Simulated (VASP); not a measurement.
# Te2Mo in VASP: a series of runs

The runs below take Te2Mo through single point, with PBEsol.

Everything below comes from runs of VASP 6.6.1. Logs are shortened: lines on timing, memory, paths and dates and some standing lists are left out, and cuts for length are marked.

## (1) The cell of the first run

The cell holds a slab with vacuum, 6 atoms: a = 3.560 Å, b = 3.560 Å, c = 24.811 Å, α = 90.00°, β = 90.00°, γ = 120.00°.

## (2) Single point, PBEsol

Input file INCAR:

```
PREC     = Accurate       # precision mode
ENCUT    = 520            # plane-wave cutoff, eV
EDIFF    = 1E-6           # SCF threshold, eV
ISMEAR   = -1             # smearing method
SIGMA    = 0.05           # smearing width, eV
LREAL    = F              # projectors in reciprocal space
LASPH    = T              # aspherical terms in the spheres
NELM     = 100            # most SCF steps
ALGO     = Normal         # electronic algorithm
ISIF     = 2              # what is computed and relaxed
LWAVE    = F              # write WAVECAR
LCHARG   = F              # write CHGCAR
GGA      = PS             # functional
NBANDS   = 35             # bands
```

Input file KPOINTS:

```
regular mesh
0
Gamma
  6 6 1
```

Input file POSCAR:

```
Te2Mo
1.0
    3.5603920000      0.0000000000      0.0000000000
   -1.7801960000      3.0833900000      0.0000000000
    0.0000000000      0.0000000000     24.8112620000
Te Mo
4 2
Direct
    0.3333333333      0.6666666667      0.0793710000
    0.6666666667      0.3333333333      0.7763610000
    0.6666666667      0.3333333333      0.9206290000
    0.3333333333      0.6666666667      0.2236390000
    0.3333333333      0.6666666667      0.8484590000
    0.6666666667      0.3333333333      0.1515410000
```

Potentials or basis: VASP PAW PBE potentials, release 64 (Te, Mo_sv).

Launch:

```console
> cat potpaw_PBE.64/Te/POTCAR potpaw_PBE.64/Mo_sv/POTCAR > POTCAR
> mpirun -np 1 vasp_std > vasp.out
```

OUTCAR:

```text
PREC = Accurate
   ENCUT = 520
   EDIFF = 1E-6
   ISMEAR = -1
   LREAL = F
   LASPH = T
   NELM = 100
   ISIF = 2
   GGA = PS

 ion  position               nearest neighbor table
   1  0.333  0.667  0.079-   6 2.73   6 2.73   6 2.73   4 3.58
   2  0.667  0.333  0.776-   5 2.72   5 2.72   5 2.72   3 3.58
   3  0.667  0.333  0.921-   5 2.73   5 2.73   5 2.73   2 3.58
   4  0.333  0.667  0.224-   6 2.72   6 2.72   6 2.72   1 3.58
   5  0.333  0.667  0.848-   2 2.72   2 2.72   2 2.72   3 2.73   3 2.73   3 2.73
   6  0.667  0.333  0.152-   4 2.72   4 2.72   4 2.72   1 2.73   1 2.73   1 2.73

  LATTYP: Found a hexagonal cell.
 ALAT       =     3.5603920000
 C/A-ratio  =     6.9686882793

  Lattice vectors:

 A1 = (   3.5603920000,   0.0000000000,   0.0000000000)
 A2 = (  -1.7801960000,   3.0833900000,   0.0000000000)
 A3 = (   0.0000000000,   0.0000000000,  24.8112620000)

Analysis of symmetry for initial positions (statically):
=====================================================================
 Subroutine PRICEL returns:
 Original cell was already a primitive cell.

 Routine SETGRP: Setting up the symmetry group for a
 hexagonal supercell.

 Subroutine GETGRP returns: Found 12 space group operations
 (whereof 12 operations were pure point group operations)
 out of a pool of 24 trial point group operations.

The static configuration has the point symmetry D_3d.

Analysis of symmetry for dynamics (positions and initial velocities):
=====================================================================
 Subroutine PRICEL returns:
 Original cell was already a primitive cell.

 Routine SETGRP: Setting up the symmetry group for a
 hexagonal supercell.

 Subroutine GETGRP returns: Found 12 space group operations
 (whereof 12 operations were pure point group operations)
 out of a pool of 24 trial point group operations.

The dynamic configuration has the point symmetry D_3d.

 Subroutine INISYM returns: Found 12 space group operations
 (whereof 12 operations are pure point group operations),
 and found     1 'primitive' translations

----------------------------------------------------------------------------------------

                                     Primitive cell

  volume of cell :     272.3799

  direct lattice vectors                    reciprocal lattice vectors
     3.560392000  0.000000000  0.000000000     0.280867949  0.162159182  0.000000000
    -1.780196000  3.083390000  0.000000000     0.000000000  0.324318364  0.000000000
     0.000000000  0.000000000 24.811262000     0.000000000  0.000000000  0.040304278

  length of vectors
     3.560392000  3.560392070 24.811262000     0.324318370  0.324318364  0.040304278

  position of ions in fractional coordinates (direct lattice)
     0.333333333  0.666666667  0.079371000
     0.666666667  0.333333333  0.776361000
     0.666666667  0.333333333  0.920629000
     0.333333333  0.666666667  0.223639000
     0.333333333  0.666666667  0.848459000
     0.666666667  0.333333333  0.151541000

  ion indices of the primitive-cell ions
   primitive index   ion index
                 1           1
                 2           2
                 3           3
                 4           4
                 5           5
                 6           6

----------------------------------------------------------------------------------------

 KPOINTS: regular mesh

Automatic generation of k-mesh.
 Grid dimensions read from file:
 generate k-points for:    6    6    1

 Generating k-lattice:

  Cartesian coordinates                     Fractional coordinates (reciprocal lattice)
     0.046811325  0.027026530  0.000000000     0.166666667 -0.000000000  0.000000000
     0.000000000  0.054053061  0.000000000     0.000000000  0.166666667  0.000000000
     0.000000000  0.000000000  0.040304278     0.000000000  0.000000000  1.000000000

  Length of vectors
     0.054053062  0.054053061  0.040304278

  Shift w.r.t. Gamma in fractional coordinates (k-lattice)
     0.000000000  0.000000000  0.000000000

 Subroutine IBZKPT returns following result:
 ===========================================

 Found      7 irreducible k-points:

 Following reciprocal coordinates:
            Coordinates               Weight
  0.000000  0.000000  0.000000      1.000000
  0.166667  0.000000  0.000000      6.000000
  0.333333  0.000000  0.000000      6.000000
  0.500000  0.000000  0.000000      3.000000
  0.166667  0.166667  0.000000      6.000000
  0.333333  0.166667  0.000000     12.000000
  0.333333  0.333333  0.000000      2.000000
   k-points           NKPTS =      7   k-points in BZ     NKDIM =      7   number of bands    NBANDS=     35
   number of dos      NEDOS =    301   number of ions     NIONS =      6
   total plane-waves  NPLWV = 150528
   dimension x,y,z NGX =    28 NGY =   28 NGZ =  192
   dimension x,y,z NGXF=    56 NGYF=   56 NGZF=  384
   ions per type =               4   2
   NGX,Y,Z   is equivalent  to a cutoff of  13.07, 13.07, 12.86 a.u.
   NGXF,Y,Z  is equivalent  to a cutoff of  26.15, 26.15, 25.73 a.u.
 SYSTEM =  unknown system
   PREC   = accura    normal or accurate (medium, high low for compatibility)
   ISTART =      0    job   : 0-new  1-cont  2-samecut
   ICHARG =      2    charge: 1-file 2-atom 10-const
   ISPIN  =      1    spin polarized calculation?
   LNONCOLLINEAR =      F non collinear calculations
   LSORBIT =      F    spin-orbit coupling
   LASPH  =      T    aspherical Exc in radial PAW
   ENCUT  =  520.0 eV  38.22 Ry    6.18 a.u.   6.62  6.62 46.13*2*pi/ulx,y,z
   NELM   =    100;   NELMIN=  2; NELMDL= -5     # of ELM steps
   EDIFF  = 0.1E-05   stopping-criterion for ELM
   LREAL  =      F    real-space projection
   EDIFFG = 0.1E-04   stopping-criterion for IOM
   NSW    =      0    number of steps for IOM
   IBRION =     -1    ionic relax: 0-MD 1-quasi-New 2-CG
   NFREE  =      0    steps in history (QN), initial steepest desc. (CG)
   ISIF   =      2    stress and relaxation
   ISYM   =      2    0-nonsym 1-usesym 2-fastsym
   POTIM  = 0.5000    time-step for ionic-motion
   TEBEG  =    0.0;   TEEND  =   0.0 temperature during run
   PSTRESS=    0.0 pullay stress
   NELECT =      52.0000    total number of electrons
   NUPDOWN=      -1.0000    fix difference up-down
   EMIN   =  10.00;   EMAX   =-10.00  energy-range for DOS
[... 5 lines left out ...]
     AMIX     =   0.40;   BMIX     =  1.00
     AMIX_MAG =   1.60;   BMIX_MAG =  1.00
  volume/ion in A,a.u.               =      45.40       306.35
  Fermi-wavevector in a.u.,A,eV,Ry     =   0.942651  1.781352 12.090012  0.888591
  Thomas-Fermi vector in A             =   2.070281
   LORBIT       =      0    0 simple, 1 ext, 2 COOP (PROOUT), +10 PAW based schemes
   GGA     = PS    functional components
   LHFCALC =     F    Hartree Fock is set to
   AEXX    =    0.0000 exact exchange contribution
   IVDW    =     0    specifies the selected vdW correction
   LEPSILON=     F    determine dielectric tensor
   LRPA    =     F    only Hartree local field effects (RPA)
 non-spin polarized calculation
  energy-cutoff  :      520.00
  volume of cell :      272.38
 maximum number of plane-waves:      7365
 NGX is ok and might be reduce to    28
   NGX = 13   NGY = 13   NGZ = 93

 number of electron      52.0000000 magnetization

 Free energy of the ion-electron system (eV)
  ---------------------------------------------------
  ext. energy  EPLUGINS =         0.00000000
  ---------------------------------------------------
  free energy    TOTEN  =       -39.22483110 eV

  energy without entropy =      -39.22482301  energy(sigma->0) =      -39.22482706

 E-fermi :   2.5772     XC(G=0):  -6.3778

 val. band max:        2.0765878834   @ k =   0.3333   0.3333   0.0000
 cond. band min:       3.0973426180   @ k =   0.3333   0.3333   0.0000
 fundamental gap:      1.0207547346
 Fermi energy:         2.5771548106

 k-point     1 :       0.0000    0.0000    0.0000
  band No.  band energies     occupation
      1     -58.5210      2.00000
      2     -58.5210      2.00000
      3     -32.6963      2.00000
      4     -32.6963      2.00000
      5     -32.5932      2.00000
      6     -32.5932      2.00000
[... 27 lines left out ...]
     34       5.4465      0.00000
     35       6.4483      0.00000

 k-point     2 :       0.1667    0.0000    0.0000
  band No.  band energies     occupation
      1     -58.5189      2.00000
      2     -58.5189      2.00000
      3     -32.6898      2.00000
      4     -32.6898      2.00000
      5     -32.6224      2.00000
      6     -32.6224      2.00000
[... 27 lines left out ...]
     34       5.4366      0.00000
     35       6.9246      0.00000

 k-point     3 :       0.3333    0.0000    0.0000
  band No.  band energies     occupation
      1     -58.5147      2.00000
      2     -58.5147      2.00000
      3     -32.6802      2.00000
      4     -32.6802      2.00000
      5     -32.6769      2.00000
      6     -32.6769      2.00000
[... 27 lines left out ...]
     34       5.7612      0.00000
     35       7.4210      0.00000

 k-point     4 :       0.5000    0.0000    0.0000
  band No.  band energies     occupation
      1     -58.5126      2.00000
      2     -58.5126      2.00000
      3     -32.7088      2.00000
      4     -32.7088      2.00000
      5     -32.6704      2.00000
      6     -32.6704      2.00000
[... 27 lines left out ...]
     34       5.8425      0.00000
     35       5.9761      0.00000

 k-point     5 :       0.1667    0.1667    0.0000
  band No.  band energies     occupation
      1     -58.5157      2.00000
      2     -58.5157      2.00000
      3     -32.6801      2.00000
      4     -32.6801      2.00000
      5     -32.6604      2.00000
      6     -32.6604      2.00000
[... 27 lines left out ...]
     34       5.6794      0.00000
     35       7.7137      0.00000

 k-point     6 :       0.3333    0.1667    0.0000
  band No.  band energies     occupation
      1     -58.5126      2.00000
      2     -58.5126      2.00000
      3     -32.6944      2.00000
      4     -32.6944      2.00000
      5     -32.6704      2.00000
      6     -32.6704      2.00000
[... 27 lines left out ...]
     34       5.8866      0.00000
     35       6.8260      0.00000

 k-point     7 :       0.3333    0.3333    0.0000
  band No.  band energies     occupation
      1     -58.5115      2.00000
      2     -58.5115      2.00000
      3     -32.6815      2.00000
      4     -32.6815      2.00000
      5     -32.6672      2.00000
      6     -32.6672      2.00000
[... 27 lines left out ...]
     34       6.0389      0.00000
     35       6.8316      0.00000

------------------------ aborting loop because EDIFF is reached ----------------------------------------

  FORCE on cell =-STRESS in cart. coord.  units (eV):
  Direction    XX          YY          ZZ          XY          YZ          ZX
  --------------------------------------------------------------------------------------
  -------------------------------------------------------------------------------------
  Total       -3.1432065     -3.1432067     -1.2557021      0.0000000      0.0000000     -0.0000000
  in kB      -18.4887849    -18.4887858     -7.3862170      0.0000000      0.0000000     -0.0000000
  external PRESSURE =     -14.7879292 kB  Pullay stress =       0.0000000 kB

 VOLUME and BASIS-vectors are now :
 -----------------------------------------------------------------------------
  energy-cutoff  :      520.00
  volume of cell :      272.38
      direct lattice vectors                 reciprocal lattice vectors
     3.560392000  0.000000000  0.000000000     0.280867949  0.162159182  0.000000000
    -1.780196000  3.083390000  0.000000000     0.000000000  0.324318364  0.000000000
     0.000000000  0.000000000 24.811262000     0.000000000  0.000000000  0.040304278

 POSITION                                       TOTAL-FORCE (eV/Angst)
 -----------------------------------------------------------------------------------
     -0.00000      2.05559      1.96929         0.000000      0.000000      0.067370
      1.78020      1.02780     19.26250        -0.000000     -0.000000      0.131100
      1.78020      1.02780     22.84197        -0.000000      0.000000     -0.067370
     -0.00000      2.05559      5.54877         0.000000      0.000000     -0.131100
     -0.00000      2.05559     21.05134        -0.000000      0.000000      0.005711
      1.78020      1.02780      3.75992         0.000000     -0.000000     -0.005711
 -----------------------------------------------------------------------------------
    total drift:                               -0.000000      0.000000      0.000000

  FREE ENERGIE OF THE ION-ELECTRON SYSTEM (eV)
  ---------------------------------------------------
  free  energy   TOTEN  =       -39.2248310987 eV

  energy  without entropy=      -39.2248230149  energy(sigma->0) =      -39.22482706
```

Run time: 2.1 min. Hardware: 1 thread of Intel Xeon Platinum 8259CL at 2.50GHz (Skylake/Cascade Lake), shared host; peak memory 0.39 GiB.

What came out:

```yaml
Free_energy: -39.2248 eV
Largest_force: 0.131 eV/Å
Band_gap_on_the_k_mesh: 1.02 eV, direct
```

Forces in eV/Å, atoms in the order of the input:
```
Te   0.000  0.000  0.067
Te   0.000  0.000  0.131
Te   0.000  0.000 -0.067
Te   0.000  0.000 -0.131
Mo   0.000  0.000  0.006
Mo   0.000  0.000 -0.006
```

Caveat: the PAW data sets were made with another functional, which shifts forces and pressure a little; spin-orbit coupling is left out, which moves the levels of the heavy elements.

(Part 1 of 2 ends here.)
